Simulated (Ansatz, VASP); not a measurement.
# Two plane-wave programs on Sn3Se

```
CELL_PARAMETERS angstrom
0.00000 3.72795 4.05415
3.72795 0.00000 4.05415
3.72795 3.72795 0.00000
ATOMIC_POSITIONS crystal
Sn 0.25000 0.25000 0.25000
Sn 0.75000 0.75000 0.75000
Sn 0.50000 0.50000 0.50000
Se 0.00000 0.00000 0.00000
```

Change from the starting cell: strain +0.0875 x Voigt [0, 0, 1, 0, 0, 0], atoms carried along.

Alike in both runs: task single point; functional PBE; k mesh 12 × 12 × 12; occupations gaussian, width 0.15 eV; no spin polarisation.

|  | VASP | Ansatz |
| --- | --- | --- |
| version | VASP 6.6.1 | Ansatz 0.2.0 |
| potentials or method | VASP PAW PBE potentials, release 64 (Sn_d, Se), cutoff 520 eV | scalar-relativistic, plane waves, PAW |
| valence electrons in the cell | 48 | 58 |

|  | VASP | Ansatz | Ansatz less VASP |
| --- | --- | --- | --- |
| gap on the k mesh at the Fermi level (eV) | none | none | - |
| pressure (GPa) | -3.3 | -3.2 | +0.04 |

A gap of «none» marks a metal or a gap that the smearing closes. VASP's potentials hold 48 valence electrons a cell and Ansatz's 58, so a difference there can come from the potentials and not from the codes.
